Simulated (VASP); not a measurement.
# ZrB2 (P6/mmm) in VASP: further runs

The runs below take ZrB2 through single point, with PBE.

Everything below comes from runs of VASP 6.6.1. Logs are shortened: lines on timing, memory, paths and dates and some standing lists are left out, and cuts for length are marked.

## Step 1: The cell of the first run

It takes space group P6/mmm (No. 191, hexagonal). The conventional cell has a = 3.083 Å, b = 3.083 Å, c = 3.436 Å, α = 90.00°, β = 90.00°, γ = 120.00°. Zr (site symmetry 6/mmm) has 12 B at 2.47 Å and 6 Zr at 3.08 Å within 3.3 Å. Within 2.4 Å of B (site symmetry -6m2) lie 3 B at 1.78 Å.

## Step 2: Single point, PBE

INCAR reads:

```
SYSTEM = ZrB2
PREC     = Accurate       ! precision mode
ENCUT    = 520            ! plane-wave cutoff, eV
EDIFF    = 1E-6           ! SCF threshold, eV
ISMEAR   = 0              ! smearing method
SIGMA    = 0.1            ! smearing width, eV
LREAL    = .FALSE.        ! projectors in reciprocal space
LASPH    = .TRUE.         ! aspherical terms in the spheres
NELM     = 100            ! most SCF steps
ALGO     = Normal         ! electronic algorithm
ISIF     = 2              ! what is computed and relaxed
LWAVE    = .FALSE.        ! write WAVECAR
LCHARG   = .FALSE.        ! write CHGCAR
GGA      = PE             ! functional
NBANDS   = 16             ! bands
```

KPOINTS reads:

```
Automatic mesh
0
G
  10 10 8
  0 0 0
```

POSCAR reads:

```
ZrB2
1.0
    3.0831065791      0.0000000000      0.0000000000
   -1.5415532896      2.6700490772      0.0000000000
    0.0000000000      0.0000000000      3.4361563230
Zr B
1 2
Direct
    0.0000000000      0.0000000000      0.0000000000
    0.3333333333      0.6666666667      0.5000000000
    0.6666666667      0.3333333333      0.5000000000
```

Potentials or basis: VASP PAW PBE potentials, release 64 (Zr_sv, B).

On the command line:

```sh
$ cat potpaw_PBE.64/Zr_sv/POTCAR potpaw_PBE.64/B/POTCAR > POTCAR
$ mpirun -np 1 vasp_std > vasp.out
```

OUTCAR:

```text
SYSTEM = ZrB2
   PREC = Accurate
   ENCUT = 520
   EDIFF = 1E-6
   ISMEAR = 0
   LREAL = .FALSE.
   LASPH = .TRUE.
   NELM = 100
   ISIF = 2
   GGA = PE

 ion  position               nearest neighbor table
   1  0.000  0.000  0.000-   2 2.47   3 2.47   2 2.47   3 2.47   3 2.47   3 2.47   2 2.47   2 2.47
                             3 2.47   3 2.47   2 2.47   2 2.47
   2  0.333  0.667  0.500-   3 1.78   3 1.78   3 1.78   1 2.47   1 2.47   1 2.47   1 2.47   1 2.47
                             1 2.47
   3  0.667  0.333  0.500-   2 1.78   2 1.78   2 1.78   1 2.47   1 2.47   1 2.47   1 2.47   1 2.47
                             1 2.47

  LATTYP: Found a hexagonal cell.
 ALAT       =     3.0831065791
 C/A-ratio  =     1.1145110410

  Lattice vectors:

 A1 = (   3.0831065791,   0.0000000000,   0.0000000000)
 A2 = (  -1.5415532896,   2.6700490772,   0.0000000000)
 A3 = (   0.0000000000,   0.0000000000,   3.4361563230)

Analysis of symmetry for initial positions (statically):
=====================================================================
 Subroutine PRICEL returns:
 Original cell was already a primitive cell.

 Routine SETGRP: Setting up the symmetry group for a
 hexagonal supercell.

 Subroutine GETGRP returns: Found 24 space group operations
 (whereof 24 operations were pure point group operations)
 out of a pool of 24 trial point group operations.

The static configuration has the point symmetry D_6h.

Analysis of symmetry for dynamics (positions and initial velocities):
=====================================================================
 Subroutine PRICEL returns:
 Original cell was already a primitive cell.

 Routine SETGRP: Setting up the symmetry group for a
 hexagonal supercell.

 Subroutine GETGRP returns: Found 24 space group operations
 (whereof 24 operations were pure point group operations)
 out of a pool of 24 trial point group operations.

The dynamic configuration has the point symmetry D_6h.

 Subroutine INISYM returns: Found 24 space group operations
 (whereof 24 operations are pure point group operations),
 and found     1 'primitive' translations

----------------------------------------------------------------------------------------

                                     Primitive cell

  volume of cell :      28.2866

  direct lattice vectors                    reciprocal lattice vectors
     3.083106579  0.000000000  0.000000000     0.324348178  0.187262476  0.000000000
    -1.541553290  2.670049077  0.000000000     0.000000000  0.374524951  0.000000000
     0.000000000  0.000000000  3.436156323     0.000000000  0.000000000  0.291022848

  length of vectors
     3.083106579  3.083106975  3.436156323     0.374524999  0.374524951  0.291022848

  position of ions in fractional coordinates (direct lattice)
     0.000000000  0.000000000  0.000000000
     0.333333333  0.666666667  0.500000000
     0.666666667  0.333333333  0.500000000

  ion indices of the primitive-cell ions
   primitive index   ion index
                 1           1
                 2           2
                 3           3

----------------------------------------------------------------------------------------

 KPOINTS: Automatic mesh

Automatic generation of k-mesh.
 Grid dimensions read from file:
 generate k-points for:   10   10    8

 Generating k-lattice:

  Cartesian coordinates                     Fractional coordinates (reciprocal lattice)
     0.032434818  0.018726248  0.000000000     0.100000000 -0.000000000  0.000000000
     0.000000000  0.037452495  0.000000000     0.000000000  0.100000000  0.000000000
     0.000000000  0.000000000  0.036377856     0.000000000  0.000000000  0.125000000

  Length of vectors
     0.037452500  0.037452495  0.036377856

  Shift w.r.t. Gamma in fractional coordinates (k-lattice)
     0.000000000  0.000000000  0.000000000

 Subroutine IBZKPT returns following result:
 ===========================================

 Found     70 irreducible k-points:

 Following reciprocal coordinates:
            Coordinates               Weight
  0.000000  0.000000  0.000000      1.000000
  0.100000  0.000000  0.000000      6.000000
  0.200000  0.000000  0.000000      6.000000
  0.300000  0.000000  0.000000      6.000000
  0.400000  0.000000  0.000000      6.000000
  0.500000  0.000000  0.000000      3.000000
[... 16 lines left out ...]
  0.300000  0.100000  0.125000     24.000000
  0.400000  0.100000  0.125000     24.000000
 [... further k-points ...]
   k-points           NKPTS =     70   k-points in BZ     NKDIM =     70   number of bands    NBANDS=     16
   number of dos      NEDOS =    301   number of ions     NIONS =      3
   total plane-waves  NPLWV =  16128
   dimension x,y,z NGX =    24 NGY =   24 NGZ =   28
   dimension x,y,z NGXF=    48 NGYF=   48 NGZF=   56
   ions per type =               1   2
   NGX,Y,Z   is equivalent  to a cutoff of  12.94, 12.94, 13.55 a.u.
   NGXF,Y,Z  is equivalent  to a cutoff of  25.88, 25.88, 27.09 a.u.
 SYSTEM =  ZrB2
   PREC   = accura    normal or accurate (medium, high low for compatibility)
   ISTART =      0    job   : 0-new  1-cont  2-samecut
   ICHARG =      2    charge: 1-file 2-atom 10-const
   ISPIN  =      1    spin polarized calculation?
   LNONCOLLINEAR =      F non collinear calculations
   LSORBIT =      F    spin-orbit coupling
   LASPH  =      T    aspherical Exc in radial PAW
   ENCUT  =  520.0 eV  38.22 Ry    6.18 a.u.   5.73  5.73  6.39*2*pi/ulx,y,z
   NELM   =    100;   NELMIN=  2; NELMDL= -5     # of ELM steps
   EDIFF  = 0.1E-05   stopping-criterion for ELM
   LREAL  =      F    real-space projection
   EDIFFG = 0.1E-04   stopping-criterion for IOM
   NSW    =      0    number of steps for IOM
   IBRION =     -1    ionic relax: 0-MD 1-quasi-New 2-CG
   NFREE  =      0    steps in history (QN), initial steepest desc. (CG)
   ISIF   =      2    stress and relaxation
   ISYM   =      2    0-nonsym 1-usesym 2-fastsym
   POTIM  = 0.5000    time-step for ionic-motion
   TEBEG  =    0.0;   TEEND  =   0.0 temperature during run
   PSTRESS=    0.0 pullay stress
   NELECT =      18.0000    total number of electrons
   NUPDOWN=      -1.0000    fix difference up-down
   EMIN   =  10.00;   EMAX   =-10.00  energy-range for DOS
   EFERMI =   0.00;   METHOD = LEGACY
   ISMEAR =     0;   SIGMA  =   0.10  broadening in eV -4-tet -1-fermi 0-gaus
   EFERMI_NEDOS =   21; number of points for ismear=-14 and -15
   IALGO  =     38    algorithm
   IMIX   =      4    mixing-type and parameters
     AMIX     =   0.40;   BMIX     =  1.00
     AMIX_MAG =   1.60;   BMIX_MAG =  1.00
  volume/ion in A,a.u.               =       9.43        63.63
  Fermi-wavevector in a.u.,A,eV,Ry     =   1.408117  2.660955 26.977546  1.982794
  Thomas-Fermi vector in A             =   2.530307
   LORBIT       =      0    0 simple, 1 ext, 2 COOP (PROOUT), +10 PAW based schemes
   GGA     = PE    functional components
   LHFCALC =     F    Hartree Fock is set to
   AEXX    =    0.0000 exact exchange contribution
   IVDW    =     0    specifies the selected vdW correction
   LEPSILON=     F    determine dielectric tensor
   LRPA    =     F    only Hartree local field effects (RPA)
 non-spin polarized calculation
 Gauss-broadening in eV      SIGMA  =   0.10
  energy-cutoff  :      520.00
  volume of cell :       28.29
 maximum number of plane-waves:       784
 NGX is ok and might be reduce to    24
   NGX = 11   NGY = 11   NGZ = 13

 number of electron      18.0000000 magnetization

 Free energy of the ion-electron system (eV)
  ---------------------------------------------------
  ext. energy  EPLUGINS =         0.00000000
  ---------------------------------------------------
  free energy    TOTEN  =       -24.78838264 eV

  energy without entropy =      -24.78679867  energy(sigma->0) =      -24.78759065

 E-fermi :  11.3606     XC(G=0): -12.8399

 val. band max:       11.3353312710   @ k =   0.2000   0.2000   0.1250
 cond. band min:      11.5359280663   @ k =   0.1000   0.0000   0.5000
 fundamental gap:      0.2005967954
 Fermi energy:        11.3605900140

 k-point     1 :       0.0000    0.0000    0.0000
  band No.  band energies     occupation
      1     -36.8957      2.00000
      2     -15.1291      2.00000
      3     -14.4426      2.00000
      4     -14.4426      2.00000
      5      -1.6329      2.00000
      6       8.6734      2.00000
[... 8 lines left out ...]
     15      16.9659      0.00000
     16      16.9659      0.00000

 k-point     2 :       0.1000    0.0000    0.0000
  band No.  band energies     occupation
      1     -36.8802      2.00000
      2     -15.1068      2.00000
      3     -14.5713      2.00000
      4     -14.4701      2.00000
      5      -1.4159      2.00000
      6       8.1040      2.00000
[... 8 lines left out ...]
     15      17.8761      0.00000
     16      18.2883      0.00000

 k-point     3 :       0.2000    0.0000    0.0000
  band No.  band energies     occupation
      1     -36.8393      2.00000
      2     -15.0479      2.00000
      3     -14.8957      2.00000
      4     -14.5411      2.00000
      5      -0.8080      2.00000
      6       6.8449      2.00000
[... 8 lines left out ...]
     15      18.8050      0.00000
     16      19.8342      0.00000

 k-point     4 :       0.3000    0.0000    0.0000
  band No.  band energies     occupation
      1     -36.7881      2.00000
      2     -15.2750      2.00000
      3     -14.9740      2.00000
      4     -14.6274      2.00000
      5       0.0974      2.00000
      6       5.4124      2.00000
[... 8 lines left out ...]
     15      20.0119      0.00000
     16      22.3846      0.00000
[... 324 lines left out ...]
 k-point    22 :       0.2000    0.1000    0.1250
  band No.  band energies     occupation
      1     -36.8018      2.00000
      2     -15.1137      2.00000
      3     -15.0611      2.00000
      4     -14.6244      2.00000
      5      -0.0694      2.00000
      6       6.0519      2.00000
[... 8 lines left out ...]
     15      19.4449      0.00000
     16      20.9503      0.00000

 k-point    23 :       0.3000    0.1000    0.1250
  band No.  band energies     occupation
      1     -36.7553      2.00000
      2     -15.4163      2.00000
      3     -14.9963      2.00000
      4     -14.7248      2.00000
      5       0.8745      2.00000
      6       4.6277      2.00000
[... 8 lines left out ...]
     15      19.8418      0.00000
     16      22.8522      0.00000

 k-point    24 :       0.4000    0.1000    0.1250
  band No.  band energies     occupation
      1     -36.7263      2.00000
      2     -15.6009      2.00000
      3     -14.9517      2.00000
      4     -14.7859      2.00000
      5       1.9945      2.00000
      6       3.2590      2.00000
[... 8 lines left out ...]
     15      20.7266      0.00000
     16      22.5133      0.00000

 [... further k-points ...]

------------------------ aborting loop because EDIFF is reached ----------------------------------------

  FORCE on cell =-STRESS in cart. coord.  units (eV):
  Direction    XX          YY          ZZ          XY          YZ          ZX
  --------------------------------------------------------------------------------------
  -------------------------------------------------------------------------------------
  Total        4.3869226      4.3869241      4.3267616     -0.0000000      0.0000000     -0.0000000
  in kB      248.4790971    248.4791822    245.0715272     -0.0000000      0.0000000     -0.0000000
  external PRESSURE =     247.3432688 kB  Pullay stress =       0.0000000 kB

 VOLUME and BASIS-vectors are now :
 -----------------------------------------------------------------------------
  energy-cutoff  :      520.00
  volume of cell :       28.29
      direct lattice vectors                 reciprocal lattice vectors
     3.083106579  0.000000000  0.000000000     0.324348178  0.187262476  0.000000000
    -1.541553290  2.670049077  0.000000000     0.000000000  0.374524951  0.000000000
     0.000000000  0.000000000  3.436156323     0.000000000  0.000000000  0.291022848

 POSITION                                       TOTAL-FORCE (eV/Angst)
 -----------------------------------------------------------------------------------
      0.00000      0.00000      0.00000         0.000000      0.000000      0.000000
     -0.00000      1.78003      1.71808        -0.000000      0.000000      0.000000
      1.54155      0.89002      1.71808         0.000000     -0.000000      0.000000
 -----------------------------------------------------------------------------------
    total drift:                               -0.000000      0.000000      0.000000

  FREE ENERGIE OF THE ION-ELECTRON SYSTEM (eV)
  ---------------------------------------------------
  free  energy   TOTEN  =       -24.7883826388 eV

  energy  without entropy=      -24.7867986707  energy(sigma->0) =      -24.78759065
```

Wall time 14 s (1 thread of Intel Xeon 6975P-C, shared host); peak memory 0.16 GiB.

What came out:

| Property | Result |
| --- | --- |
| Free energy | -24.7884 eV |
| Pressure | 24.7 GPa |
| Band gap on the k mesh | zero (band 9 reaches 12.10 eV, above the bottom of band 10 at 11.20 eV) |

Levels at points of the mesh, in eV from the Fermi level:
| k point | band 6 | band 7 | band 8 | band 9 | band 10 | band 11 | band 12 | band 13 |
| --- | --- | --- | --- | --- | --- | --- | --- | --- |
| (0.00, 0.00, 0.00) | -2.69 | -2.69 | -2.66 | -2.18 | 3.91 | 3.91 | 4.72 | 4.72 |
| (0.50, 0.00, 0.00) | -8.41 | -4.08 | -3.03 | -2.82 | 2.51 | 2.66 | 5.59 | 5.71 |
| (0.00, 0.00, 0.50) | -7.07 | -0.88 | -0.88 | 0.47 | 0.47 | 0.96 | 0.96 | 2.15 |
| (0.50, 0.00, 0.50) | -6.95 | -4.80 | -4.30 | -1.67 | 4.30 | 4.64 | 6.03 | 7.14 |

(Part 1 of 3 ends here.)
